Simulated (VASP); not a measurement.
# SnO in VASP: a series of runs, part 2 of 2

VASP 6.6.1. The steps go on from the part before.

**3. Relaxation of the atoms, PBE+D3(BJ) (biaxial strain +0.040)**

File INCAR:

```
  PREC = Accurate
  ENCUT = 520
  EDIFF = 1E-6
  ISMEAR = 0
  SIGMA = 0.02
  LREAL = False
  LASPH = True
  NELM = 100
  ALGO = Normal
  ISIF = 2
  LWAVE = False
  LCHARG = False
  LDIPOL = True
  IDIPOL = 3
  DIPOL = 0.5 0.5 0.500
  GGA = PE
  IVDW = 12
  IBRION = 2
  NSW = 60
  EDIFFG = -0.01
```

File KPOINTS:

```
Automatic mesh
0
Gamma
  6 6 1
```

File POSCAR:

```
SnO
1.0
    3.9733815012     -0.0000150077      0.0000000000
    0.0000150821      3.9733815012      0.0000000000
    0.0000000000      0.0000000000     30.6349243850
Sn O
2 2
Direct
    0.7499972365      0.2500027635      0.4614157227
    0.2499972364      0.7500027635      0.5385842773
    0.2499972364      0.2500027636      0.5000000000
    0.7499972365      0.7500027636      0.5000000000
```

Potentials or basis: VASP PAW PBE potentials, release 64 (Sn_d, O).

Command:

```bash
$ cat potpaw_PBE.64/Sn_d/POTCAR potpaw_PBE.64/O/POTCAR > POTCAR
$ mpirun -np 1 vasp_std > vasp.out
```

OUTCAR:

```text
PREC = Accurate
   ENCUT = 520
   EDIFF = 1E-6
   ISMEAR = 0
   LREAL = False
   LASPH = True
   NELM = 100
   ISIF = 2
   GGA = PE
   IVDW = 12
   IBRION = 2
   NSW = 60
   EDIFFG = -0.01
 IVDW          = 12

 ion  position               nearest neighbor table
   1  0.750  0.250  0.461-   3 2.31   4 2.31   3 2.31   4 2.31   2 3.67   2 3.67   2 3.67   2 3.67

   2  0.250  0.750  0.539-   4 2.31   3 2.31   4 2.31   3 2.31   1 3.67   1 3.67   1 3.67   1 3.67

   3  0.250  0.250  0.500-   1 2.31   2 2.31   1 2.31   2 2.31
   4  0.750  0.750  0.500-   2 2.31   1 2.31   2 2.31   1 2.31

  LATTYP: Found a simple tetragonal cell.
 ALAT       =     3.9733815012
 C/A-ratio  =     7.7100385089

  Lattice vectors:

 A1 = (   3.9733815012,  -0.0000150077,   0.0000000000)
 A2 = (   0.0000150821,   3.9733815012,   0.0000000000)
 A3 = (   0.0000000000,   0.0000000000,  30.6349243850)

Analysis of symmetry for initial positions (statically):
=====================================================================
 Subroutine PRICEL returns:
 Original cell was already a primitive cell.

 Routine SETGRP: Setting up the symmetry group for a
 simple tetragonal supercell.

 Subroutine GETGRP returns: Found 16 space group operations
 (whereof  2 operations were pure point group operations)
 out of a pool of 16 trial point group operations.

The static configuration has the point symmetry C_1h.
 The point group associated with its full space group is D_4h.

Analysis of symmetry for dynamics (positions and initial velocities):
=====================================================================
 Subroutine PRICEL returns:
 Original cell was already a primitive cell.

 Routine SETGRP: Setting up the symmetry group for a
 simple tetragonal supercell.

 Subroutine GETGRP returns: Found 16 space group operations
 (whereof  2 operations were pure point group operations)
 out of a pool of 16 trial point group operations.

The dynamic configuration has the point symmetry C_1h.
 The point group associated with its full space group is D_4h.

 Subroutine INISYM returns: Found 16 space group operations
 (whereof  2 operations are pure point group operations),
[... 114 lines left out ...]
   LEPSILON=     F    determine dielectric tensor
   LRPA    =     F    only Hartree local field effects (RPA)
 conjugate gradient relaxation of ions
 non-spin polarized calculation
 Gauss-broadening in eV      SIGMA  =   0.02
  energy-cutoff  :      520.00
  volume of cell :      483.66
 maximum number of plane-waves:     13121
 NGX is ok and might be reduce to    30
   NGX = 15   NGY = 15   NGZ =113

--------------------------------------- Ionic step        1  -------------------------------------------

 number of electron      40.0000010 magnetization

 Free energy of the ion-electron system (eV)
  ---------------------------------------------------
  ext. energy  EPLUGINS =         0.00000000
  ---------------------------------------------------
  free energy    TOTEN  =       -22.49458714 eV

  energy without entropy =      -22.49458714  energy(sigma->0) =      -22.49458714

------------------------ aborting loop because EDIFF is reached ----------------------------------------

 Edisp (eV)   -0.50527

 E8    (eV) :    -0.2288
[... 69 lines left out ...]
  FREE ENERGIE OF THE ION-ELECTRON SYSTEM (eV)
  ---------------------------------------------------
  free  energy   TOTEN  =       -23.0305791837 eV

  energy  without entropy=      -23.0305791837  energy(sigma->0) =      -23.03057918

 dipolmoment           0.000000      0.000000     -0.000000 electrons x Angstroem

--------------------------------------- Ionic step        3  -------------------------------------------

 number of electron      40.0000004 magnetization

 dipolmoment           0.000000      0.000000      0.000000 electrons x Angstroem

 Free energy of the ion-electron system (eV)
  ---------------------------------------------------
  ext. energy  EPLUGINS =         0.00000000
  ---------------------------------------------------
  free energy    TOTEN  =       -22.52455795 eV

  energy without entropy =      -22.52455795  energy(sigma->0) =      -22.52455795

 E-fermi :  -3.3777     XC(G=0):  -1.9846

 val. band max:       -3.5216642726   @ k =   0.1667  -0.0000   0.0000
 cond. band min:      -1.0001894651   @ k =   0.0000   0.0000   0.0000
 fundamental gap:      2.5214748076
 Fermi energy:        -3.3776923901

 k-point     1 :       0.0000    0.0000    0.0000
  band No.  band energies     occupation
      1     -24.1802      2.00000
      2     -23.8692      2.00000
      3     -23.8692      2.00000
      4     -23.8689      2.00000
      5     -23.8492      2.00000
      6     -23.8382      2.00000
[... 259 lines left out ...]
     23       1.6036      0.00000
     24       1.6036      0.00000

------------------------ aborting loop because EDIFF is reached ----------------------------------------

 vacuum level on the upper side and lower side of the slab       (xc-potential included)        -0.006        -0.006

 Edisp (eV)   -0.50859

 E8    (eV) :    -0.2304

  FORCE on cell =-STRESS in cart. coord.  units (eV):
  Direction    XX          YY          ZZ          XY          YZ          ZX
  --------------------------------------------------------------------------------------
  -------------------------------------------------------------------------------------
  Total      -2.40795    -2.40795    -0.05876    -0.00000     0.00000     0.00000
  in kB      -7.97664    -7.97664    -0.19465    -0.00000     0.00000     0.00000
  external pressure =       -5.38 kB  Pullay stress =        0.00 kB
[... 19 lines left out ...]
  FREE ENERGIE OF THE ION-ELECTRON SYSTEM (eV)
  ---------------------------------------------------
  free  energy   TOTEN  =       -23.0331467403 eV

  energy  without entropy=      -23.0331467403  energy(sigma->0) =      -23.03314674

 reached required accuracy - stopping structural energy minimisation

 vacuum level on the upper side and lower side of the slab         1.611         1.611
```

It took 7.2 min on 1 thread of Oxide Virtual Turin-like, shared host; peak memory 0.56 GiB.

What came out:

* Free energy: -23.0331 eV
* Energy gained by relaxing: 8.3 meV/atom
* Ionic steps: 3
* Band gap on the k mesh: 2.52 eV (least direct gap 2.53 eV)
* Dispersion energy per atom: -0.127 eV

Forces in eV/Å, atoms in the order of the input:
```
Sn   0.000  0.000 -0.002
Sn   0.000  0.000  0.002
O    0.000  0.000  0.000
O    0.000  0.000  0.000
```

Step by step:
```tsv
step	energy change (eV)	largest force (eV/Å)	pressure (GPa)
1	0.0000	0.7051	-0.93
2	-0.0307	0.1965	-0.65
3	-0.0333	0.0021	-0.54
```

Final structure:
```xyz
4
Lattice="3.9734 0.0000 0.0000 0.0000 3.9734 0.0000 0.0000 0.0000 30.6349" Properties=species:S:1:pos:R:3 pbc="T T T"
Sn    2.9800    0.9933   14.1826
Sn    0.9933    2.9800   16.4523
O     0.9933    0.9934   15.3175
O     2.9800    2.9800   15.3175
```

Levels at points of the mesh, in eV from the valence-band top:
```
           k point  band 17  band 18  band 19  band 20  band 21  band 22  band 23  band 24
(0.00, 0.00, 0.00)    -2.02    -1.90    -1.90    -0.01     2.52     2.61     5.01     5.04
(0.50, 0.00, 0.00)    -3.36    -3.36    -0.55    -0.55     3.25     3.25     5.14     5.14
(0.50, 0.50, 0.00)    -1.27    -1.27    -0.81    -0.81     3.00     3.00     5.13     5.13
```

Caveat: the cell differs from its parent crystal (biaxial strain +0.040); spin-orbit coupling is left out, which moves the levels of the heavy elements.

**4. Relaxation of the atoms, PBE+D3(BJ) (biaxial strain +0.070)**

File INCAR:

```
PREC = Accurate ; ENCUT = 520
EDIFF = 1E-6 ; ISMEAR = 0
SIGMA = 0.02 ; LREAL = F
LASPH = T ; NELM = 60
ALGO = Normal ; ISIF = 2
LWAVE = F ; LCHARG = F
LDIPOL = T ; IDIPOL = 3
DIPOL = 0.5 0.5 0.500 ; GGA = PE
IVDW = 12 ; IBRION = 2
NSW = 60 ; EDIFFG = -0.01
```

KPOINTS is that of step 3.

POSCAR, as its differences from that of step 3:

```diff
@@ -2,4 +2,4 @@
 1.0
-    3.9733815012     -0.0000150077      0.0000000000
-    0.0000150821      3.9733815012      0.0000000000
+    4.0879982753     -0.0000154406      0.0000000000
+    0.0000155172      4.0879982753      0.0000000000
     0.0000000000      0.0000000000     30.6349243850
```

Potentials or basis: VASP PAW PBE potentials, release 64 (Sn_d, O).

Command:

```bash
$ cat potpaw_PBE.64/Sn_d/POTCAR potpaw_PBE.64/O/POTCAR > POTCAR
$ mpirun -np 1 vasp_std > vasp.out
```

OUTCAR:

```text
PREC = Accurate
   ENCUT = 520
   EDIFF = 1E-6
   ISMEAR = 0
   LREAL = F
   LASPH = T
   NELM = 60
   ISIF = 2
   GGA = PE
   IVDW = 12
   IBRION = 2
   NSW = 60
   EDIFFG = -0.01
 IVDW          = 12

 ion  position               nearest neighbor table
   1  0.750  0.250  0.461-   3 2.36   4 2.36   3 2.36   4 2.36   2 3.73   2 3.73   2 3.73   2 3.73

   2  0.250  0.750  0.539-   4 2.36   3 2.36   4 2.36   3 2.36   1 3.73   1 3.73   1 3.73   1 3.73

   3  0.250  0.250  0.500-   1 2.36   2 2.36   1 2.36   2 2.36
   4  0.750  0.750  0.500-   2 2.36   1 2.36   2 2.36   1 2.36

  LATTYP: Found a simple tetragonal cell.
 ALAT       =     4.0879982753
 C/A-ratio  =     7.4938692049

  Lattice vectors:

 A1 = (   4.0879982753,  -0.0000154406,   0.0000000000)
 A2 = (   0.0000155172,   4.0879982753,   0.0000000000)
 A3 = (   0.0000000000,   0.0000000000,  30.6349243850)

Analysis of symmetry for initial positions (statically):
=====================================================================
 Subroutine PRICEL returns:
 Original cell was already a primitive cell.

 Routine SETGRP: Setting up the symmetry group for a
 simple tetragonal supercell.

[... 242 lines left out ...]
--------------------------------------- Ionic step        3  -------------------------------------------

 number of electron      39.9999999 magnetization

------------------------ aborting loop because EDIFF is reached ----------------------------------------
[... 37 lines left out ...]
--------------------------------------- Ionic step        4  -------------------------------------------

 number of electron      40.0000000 magnetization

 dipolmoment           0.000000      0.000000      0.000000 electrons x Angstroem

 Free energy of the ion-electron system (eV)
  ---------------------------------------------------
  ext. energy  EPLUGINS =         0.00000000
  ---------------------------------------------------
  free energy    TOTEN  =       -22.37631042 eV

  energy without entropy =      -22.37631042  energy(sigma->0) =      -22.37631042

 E-fermi :  -3.3650     XC(G=0):  -1.9295

 val. band max:       -3.4731240792   @ k =   0.1667   0.0000   0.0000
 cond. band min:      -1.3136919775   @ k =   0.0000   0.0000   0.0000
 fundamental gap:      2.1594321017
 Fermi energy:        -3.3649775596

 k-point     1 :       0.0000    0.0000    0.0000
  band No.  band energies     occupation
      1     -24.1714      2.00000
      2     -23.9159      2.00000
      3     -23.9159      2.00000
      4     -23.8945      2.00000
      5     -23.8901      2.00000
      6     -23.8900      2.00000
[... 259 lines left out ...]
     23       1.6155      0.00000
     24       1.6155      0.00000

------------------------ aborting loop because EDIFF is reached ----------------------------------------

 vacuum level on the upper side and lower side of the slab       (xc-potential included)        -0.023        -0.023

 Edisp (eV)   -0.48222

 E8    (eV) :    -0.2187

  FORCE on cell =-STRESS in cart. coord.  units (eV):
  Direction    XX          YY          ZZ          XY          YZ          ZX
  --------------------------------------------------------------------------------------
  -------------------------------------------------------------------------------------
  Total      -3.79735    -3.79735    -0.06495    -0.00000     0.00000     0.00000
  in kB     -11.88374   -11.88374    -0.20327    -0.00000     0.00000     0.00000
  external pressure =       -7.99 kB  Pullay stress =        0.00 kB
[... 19 lines left out ...]
  FREE ENERGIE OF THE ION-ELECTRON SYSTEM (eV)
  ---------------------------------------------------
  free  energy   TOTEN  =       -22.8585295671 eV

  energy  without entropy=      -22.8585295671  energy(sigma->0) =      -22.85852957

 reached required accuracy - stopping structural energy minimisation

 vacuum level on the upper side and lower side of the slab         1.524         1.524
```

OSZICAR:

```text
N       E                     dE             d eps       ncg     rms          rms(c)
DAV:   1     0.304965906217E+03    0.30497E+03   -0.17565E+04   640   0.130E+03
DAV:   2     0.357231958968E+02   -0.26924E+03   -0.26650E+03   600   0.294E+02
DAV:   3    -0.250530725381E+02   -0.60776E+02   -0.59628E+02   736   0.141E+02
DAV:   4    -0.267692298120E+02   -0.17162E+01   -0.17158E+01   536   0.262E+01
[... 54 lines left out ...]
       N       E                     dE             d eps       ncg     rms          rms(c)
DAV:   1    -0.223761854121E+02    0.19538E-03   -0.41834E-02   568   0.120E+00    0.443E-02
DAV:   2    -0.223763090639E+02   -0.12365E-03   -0.13090E-03   744   0.274E-01    0.135E-02
DAV:   3    -0.223763098728E+02   -0.80887E-06   -0.21644E-05   696   0.391E-02    0.111E-02
DAV:   4    -0.223763104163E+02   -0.54351E-06   -0.17627E-06   416   0.191E-02
   4 F= -.22858530E+02 E0= -.22858530E+02  d E =-.104830E+00
```

CONTCAR:

```text
SnO
   1.00000000000000
     4.0879982753000004   -0.0000154406000000    0.0000000000000000
     0.0000155172000000    4.0879982753000004    0.0000000000000000
     0.0000000000000000    0.0000000000000000   30.6349243850000015
  Sn              O
     2     2
Direct
     0.7499972365000005    0.2500027634999995    0.4643794823952775
     0.2499972363999987    0.7500027634999995    0.5356205176047224
     0.2499972363999987    0.2500027636000013    0.5000000000000000
     0.7499972365000005    0.7500027636000013    0.5000000000000000

  0.00000000E+00  0.00000000E+00  0.00000000E+00
  0.00000000E+00  0.00000000E+00  0.00000000E+00
  0.00000000E+00  0.00000000E+00  0.00000000E+00
  0.00000000E+00  0.00000000E+00  0.00000000E+00
```

Wall time 6.9 min (1 thread of Oxide Virtual Turin-like, shared host); peak memory 0.56 GiB.

What came out:

| Item | Value |
| --- | --- |
| Free energy | -22.8585 eV |
| Energy gained by relaxing | 26.2 meV/atom |
| Ionic steps | 4 |
| Band gap on the k mesh | 2.16 eV (least direct gap 2.18 eV) |
| Dispersion energy per atom | -0.121 eV |

Forces in eV/Å, atoms in the order of the input:
```
Sn   0.000  0.000 -0.003
Sn   0.000  0.000  0.003
O    0.000  0.000  0.000
O    0.000  0.000  0.000
```

Step by step:
| step | energy change (eV) | largest force (eV/Å) | pressure (GPa) |
| --- | --- | --- | --- |
| 1 | 0.0000 | 1.1312 | -1.40 |
| 2 | -0.0879 | 0.4645 | -1.06 |
| 3 | -0.1048 | 0.0266 | -0.82 |
| 4 | -0.1048 | 0.0026 | -0.80 |

Final structure:
```
Sn O
1.0
     4.08800   -0.00002    0.00000
     0.00002    4.08800    0.00000
     0.00000    0.00000   30.63492
Sn O
2 2
Direct
  0.75000 0.25000 0.46438
  0.25000 0.75000 0.53562
  0.25000 0.25000 0.50000
  0.75000 0.75000 0.50000
```

Caveat: the cell differs from its parent crystal (biaxial strain +0.070); spin-orbit coupling is left out, which moves the levels of the heavy elements.

**5. Relaxation of the atoms, PBE+D3(BJ) (biaxial strain -0.040)**

File INCAR:

```
SYSTEM = SnO
PREC = Accurate
ENCUT = 520
EDIFF = 1E-6
ISMEAR = 0
SIGMA = 0.02
LREAL = .False.
LASPH = .True.
NELM = 100
ALGO = Normal
ISIF = 2
LWAVE = .False.
LCHARG = .False.
LDIPOL = .True.
IDIPOL = 3
DIPOL = 0.5 0.5 0.500
GGA = PE
IVDW = 12
IBRION = 2
NSW = 60
EDIFFG = -0.01
```

File KPOINTS:

```
Automatic mesh
0
Gamma
  6 6 1
  0 0 0
```

POSCAR, as its differences from that of step 4:

```diff
@@ -2,4 +2,4 @@
 1.0
-    4.0879982753     -0.0000154406      0.0000000000
-    0.0000155172      4.0879982753      0.0000000000
+    3.6677367704     -0.0000138532      0.0000000000
+    0.0000139219      3.6677367704      0.0000000000
     0.0000000000      0.0000000000     30.6349243850
```

Command:

```bash
$ cat potpaw_PBE.64/Sn_d/POTCAR potpaw_PBE.64/O/POTCAR > POTCAR
$ mpirun -np 1 vasp_std > vasp.out
```

It took 3.7 min on 1 thread of Oxide Virtual Turin-like, shared host; peak memory 0.49 GiB.

The run converged. Its results:

* Free energy: -23.0007 eV
* Energy gained by relaxing: 14.4 meV/atom
* Ionic steps: 3
* Band gap on the k mesh: 3.14 eV (least direct gap 3.24 eV)
* Dispersion energy per atom: -0.148 eV

Step by step:
```
step  energy change (eV)  largest force (eV/Å)  pressure (GPa)
   1              0.0000                1.1312            1.49
   2             -0.0576                0.0605            0.76
   3             -0.0578                0.0009            0.79
```

Final structure:
```
Sn O
1.0
     3.66774   -0.00001    0.00000
     0.00001    3.66774    0.00000
     0.00000    0.00000   30.63492
Sn O
2 2
Direct
  0.75000 0.25000 0.45973
  0.25000 0.75000 0.54027
  0.25000 0.25000 0.50000
  0.75000 0.75000 0.50000
```

Levels at points of the mesh, in eV from the valence-band top:
| k point | band 18 | band 19 | band 20 | band 21 | band 22 | band 23 |
| --- | --- | --- | --- | --- | --- | --- |
| (0.00, 0.00, 0.00) | -1.25 | -1.25 | -0.17 | 3.66 | 3.97 | 5.44 |
| (0.50, 0.00, 0.00) | -3.08 | -0.48 | -0.48 | 3.14 | 3.14 | 6.48 |
| (0.50, 0.50, 0.00) | -0.59 | -0.45 | -0.45 | 3.19 | 3.19 | 5.33 |

Caveat: the cell differs from its parent crystal (biaxial strain -0.040); spin-orbit coupling is left out, which moves the levels of the heavy elements.

**6. Overview**

| task | cell | gap on the mesh (eV) |
| --- | --- | --- |
| single point | a = 3.837, b = 3.837, c = 30.635 Å, 4 atoms, atomic positions A | 2.97 |
| relaxation of the atoms | atoms relaxed from a = 3.973, b = 3.973, c = 30.635 Å, 4 atoms, atomic positions B | 2.52 |
| relaxation of the atoms | atoms relaxed from a = 4.088, b = 4.088, c = 30.635 Å, 4 atoms, atomic positions B | 2.16 |
| relaxation of the atoms | atoms relaxed from a = 3.668, b = 3.668, c = 30.635 Å, 4 atoms, atomic positions B | 3.14 |

Alike in all rows: level PBE+D3(BJ); potentials or basis VASP PAW PBE potentials, release 64 (Sn_d, O); no spin polarisation; k mesh 6 × 6 × 1; cutoff (eV) 520; smearing gaussian 0.02 eV.

Caveats: spin-orbit coupling is left out, which moves the levels of the heavy elements.

Total energies depend on the potentials used, so only differences within one code and one set of settings carry meaning.
